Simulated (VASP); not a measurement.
Input of a VASP 6.6.1 run:

File INCAR:

```
PREC     = Accurate       # precision mode
ENCUT    = 520            # plane-wave cutoff, eV
EDIFF    = 1E-8           # SCF threshold, eV
ISMEAR   = -1             # smearing method
SIGMA    = 0.05           # smearing width, eV
LREAL    = False          # projectors in reciprocal space
LASPH    = True           # aspherical terms in the spheres
NELM     = 80             # most SCF steps
ALGO     = Normal         # electronic algorithm
ISIF     = 2              # what is computed and relaxed
LWAVE    = False          # write WAVECAR
LCHARG   = False          # write CHGCAR
GGA      = PE             # functional
LEFG     = True         
NBANDS   = 19             # bands
```

KPOINTS

```
Automatic mesh
0
Gamma
  16 16 7
```

POSCAR

```
Cd
1.0
    3.0014685778      0.0000000000      0.0000000000
   -1.5007342888      2.5993480370      0.0000000000
    0.0000000000      0.0000000000      5.5333852500
Cd
2
Direct
    0.3333333333      0.6666666667      0.2500000000
    0.6666666667      0.3333333333      0.7500000000
```

Potentials or basis: VASP PAW PBE potentials, release 64 (Cd).

The run is started by

```console
$ cat potpaw_PBE.64/Cd/POTCAR > POTCAR
$ mpirun -np 1 vasp_std > vasp.out
```

(1) Estimate the band gap on the k mesh.

(2) What does it give for the pressure?

Results:

(1) zero (band 12 reaches 4.05 eV, above the bottom of band 13 at 0.19 eV).

(2) 2.9 GPa.

Caveat: without QUAD_EFG the Cq values of the log hold for a quadrupole moment of 1 mb, not for the nuclei.
